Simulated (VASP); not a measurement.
Co:

```xyz
2
Lattice="2.5071 0.0000 0.0000 -1.2535 2.1712 0.0000 0.0000 0.0000 4.0686" Properties=species:S:1:pos:R:3 pbc="T T T"
Co    0.0000    1.4475    1.0171
Co    1.2535    0.7237    3.0514
```

```yaml
Program: VASP 6.6.1
Task: relaxation of cell and atoms
Functional: RPBE
Potentials_or_basis: VASP PAW PBE potentials, release 64 (Co)
Cutoff: 600 eV
k_mesh: 14 × 14 × 8
Occupations: fermi-dirac, width 0.1 eV
Spin: no spin polarisation
```

At the start: pressure -9.1 GPa; volume 11.07 Å³/atom.

Task: How do energy, volume and symmetry change on relaxing?

Result: Over 12 steps the energy falls by 14.8 meV/atom and the volume is 10.59 Å³/atom (-4.4 %); space group P6_3/mmc (No. 194, to 0.1 Å) before and after.

The path:
```
step  energy change (eV)  largest force (eV/Å)  pressure (GPa)  volume (Å³)
   1              0.0000                0.0000           -9.06        22.15
   2              0.0054                0.0000           12.03        20.20
   3             -0.0294                0.0000           -0.01        21.18
   4             -0.0294                0.0000            0.21        21.16
   5             -0.0296                0.0000            0.14        21.16
   6             -0.0296                0.0000            0.13        21.16
   7             -0.0295                0.0000            0.17        21.16
   8             -0.0296                0.0000            0.15        21.16
   9             -0.0296                0.0000            0.11        21.16
  10             -0.0296                0.0000            0.19        21.16
  11             -0.0296                0.0000           -0.26        21.20
  12             -0.0296                0.0000            0.03        21.18
```

Final structure:
```
CELL_PARAMETERS angstrom
2.47628 0.00000 0.00000
-1.23814 2.14452 0.00000
0.00000 0.00000 3.98778
ATOMIC_POSITIONS crystal
Co 0.33333 0.66667 0.25000
Co 0.66667 0.33333 0.75000
```

Caveat: the PAW data sets were made with another functional, which shifts forces and pressure a little; the run has no spin polarisation, though such a crystal can be magnetic.
